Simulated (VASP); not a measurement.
A run of VASP 6.6.1 is set up as follows.

Contents of INCAR:

```
SYSTEM = Pt3Rh
  PREC = Accurate
  ENCUT = 520
  EDIFF = 1E-7
  ISMEAR = -1
  SIGMA = 0.05
  LREAL = .FALSE.
  LASPH = .TRUE.
  NELM = 60
  ALGO = Normal
  ISIF = 2
  LWAVE = .FALSE.
  LCHARG = .TRUE.
  GGA = PS
  LELF = .TRUE.
  LVHAR = .TRUE.
  NBANDS = 30
```

Contents of KPOINTS:

```
Automatic mesh
0
G
  7 7 7
  0 0 0
```

POSCAR

```
Pt3Rh
1.0
    3.9357629163      0.0000000000      0.0000000000
    0.0000000000      3.9357629163      0.0000000000
    0.0000000000      0.0000000000      3.9357629163
Pt Rh
3 1
Direct
    0.0000000000      0.0000000000      0.5000000000
    0.0000000000      0.5000000000      0.0000000000
    0.5000000000      0.0000000000      0.0000000000
    0.5000000000      0.5000000000      0.5000000000
```

Potentials or basis: VASP PAW PBE potentials, release 64 (Pt, Rh_pv).

Command:

```sh
$ cat potpaw_PBE.64/Pt/POTCAR potpaw_PBE.64/Rh_pv/POTCAR > POTCAR
$ mpirun -np 1 vasp_std > vasp.out
```

Task: What does it give for the pressure?

Result: -10.8 GPa.

Caveat: the PAW data sets were made with another functional, which shifts forces and pressure a little.
